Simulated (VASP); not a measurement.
Write the native input for VASP 6.6.1 that does the following.

```yaml
Task: relaxation of cell and atoms
Functional: PBE
Potentials_or_basis: VASP PAW PBE potentials, release 64 (B)
Cutoff: 600 eV
k_mesh: 23 × 23 × 23
Occupations: fermi-dirac, width 0.1 eV
Spin: no spin polarisation
Target_pressure: 330 GPa
Dipole_correction: no
Further_INCAR_settings: ALGO = Normal; EDIFF = 1e-07; IBRION = 2; EDIFFG = -0.005; NSW = 32; ISIF = 3
```

The structure of B lies in POSCAR:

```
B
1.0
    1.5727376076      0.0000000000      0.0000000000
    0.0000000000      1.5727376076      0.0000000000
    0.0000000000      0.0000000000      1.5727376076
B
1
Direct
    0.0000000000      0.0000000000      0.0000000000
```

This isn't the form of B at room conditions, which is rhombohedral.

These files were run (other wordings do the same):

INCAR

```
SYSTEM = B
PREC = Accurate
ENCUT = 600
EDIFF = 1E-7
ISMEAR = -1
SIGMA = 0.1
LREAL = .FALSE.
LASPH = .TRUE.
NELM = 100
ALGO = Normal
ISIF = 3
LWAVE = .FALSE.
LCHARG = .FALSE.
GGA = PE
IBRION = 2
NSW = 32
EDIFFG = -0.005
PSTRESS = 3300.0
```

KPOINTS

```
Automatic mesh
0
G
  23 23 23
  0 0 0
```

Potentials or basis: VASP PAW PBE potentials, release 64 (B).

Launch:

```bash
$ cat potpaw_PBE.64/B/POTCAR > POTCAR
$ mpirun -np 1 vasp_std > vasp.out
```

Results of the run:

| Item | Value |
| --- | --- |
| Relaxed volume | 3.89 Å³/atom |
| Relaxed cell | a = 1.573 Å, b = 1.573 Å, c = 1.573 Å, α = 90.00°, β = 90.00°, γ = 90.00° |
| Space group after relaxing (to 0.1 Å) | Pm-3m (No. 221) |
| Energy change on relaxing (the run minimises the enthalpy) | -6.8 meV/atom |
| Ionic steps | 3 |
| Pressure after relaxing | 330.0 GPa |
| Band gap on the k mesh | zero (an odd number of electrons rules out a gap without spin polarisation) |

Caveat: the cell is relaxed towards a set pressure, so the run minimises the enthalpy, not the energy.

Wall time 16 s on 1 thread of AMD EPYC 7R13 (shared host), peak memory 0.08 GiB.
